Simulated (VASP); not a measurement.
Here is a VASP 6.6.1 calculation.

Contents of INCAR:

```
SYSTEM = Sc
PREC = Accurate
ENCUT = 520
EDIFF = 1E-6
ISMEAR = -1
SIGMA = 0.05
LREAL = .FALSE.
LASPH = .TRUE.
NELM = 80
ALGO = Normal
ISIF = 2
LWAVE = .FALSE.
LCHARG = .FALSE.
GGA = PS
NBANDS = 12
```

The input KPOINTS:

```
Automatic mesh
0
G
  10 10 10
  0 0 0
```

POSCAR

```
Sc
1.0
    0.0000000000      2.2159776107      2.2159776107
    2.2159776107      0.0000000000      2.2159776107
    2.2159776107      2.2159776107      0.0000000000
Sc
1
Direct
    0.0000000000      0.0000000000      0.0000000000
```

Potentials or basis: VASP PAW PBE potentials, release 64 (Sc_sv).

Command:

```console
$ cat potpaw_PBE.64/Sc_sv/POTCAR > POTCAR
$ mpirun -np 1 vasp_std > vasp.out
```

Task: Estimate the pressure.

Result: 5.0 GPa.

Caveat: the PAW data sets were made with another functional, which shifts forces and pressure a little.
